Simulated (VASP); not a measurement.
Set up this calculation in VASP 6.6.1, as the native input.

* Task: single point
* Functional: PBE
* Potentials or basis: VASP PAW PBE potentials, release 64 (K_sv, Pd, Se, I)
* Cutoff: 520 eV
* k mesh: 4 × 4 × 4
* Occupations: gaussian, width 0.15 eV
* Spin: no spin polarisation
* Dipole correction: no
* Further INCAR settings: ALGO = Normal; EDIFF = 1e-07; NBANDS = 33

The structure of KPd2Se2I lies in POSCAR:

```
KPd2Se2I
1.0
   -2.4199065426      2.4199065426      7.2909681574
    2.4199065426     -2.4199065426      7.2909681574
    2.4199065426      2.4199065426     -7.2909681574
K Pd Se I
1 2 2 1
Direct
    0.0000000000      0.0000000000      0.0000000000
    0.3044521773      0.3044521773      0.0000000000
    0.6955478227      0.6955478227      0.0000000000
    0.2500000000      0.7500000000      0.5000000000
    0.7500000000      0.2500000000      0.5000000000
    0.5000000000      0.5000000000      0.0000000000
```

The cell was built from a structure type or drawn by symmetry, and may not be a known phase.

One way to write it, as run:

INCAR

```
PREC = Accurate ; ENCUT = 520
EDIFF = 1E-7 ; ISMEAR = 0
SIGMA = 0.15 ; LREAL = False
LASPH = True ; NELM = 80
ALGO = Normal ; ISIF = 2
LWAVE = False ; LCHARG = True
GGA = PE ; LELF = True
LVHAR = True ; NBANDS = 33
```

KPOINTS

```
regular mesh
0
Gamma
  4 4 4
```

Potentials or basis: VASP PAW PBE potentials, release 64 (K_sv, Pd, Se, I).

Run with:

```sh
$ cat potpaw_PBE.64/K_sv/POTCAR potpaw_PBE.64/Pd/POTCAR potpaw_PBE.64/Se/POTCAR potpaw_PBE.64/I/POTCAR > POTCAR
$ mpirun -np 1 vasp_std > vasp.out
```

Results of the run:

```
Pressure               : 0.2 GPa
Largest force          : 0.011 eV/Å
Band gap on the k mesh : zero (bands 24 and 25 overlap by 0.46 eV)
```

Caveat: spin-orbit coupling is left out, which moves the levels of the heavy elements.

Run time: 7.5 min on 1 thread of AMD EPYC 7R13 (shared host), peak memory 0.51 GiB.
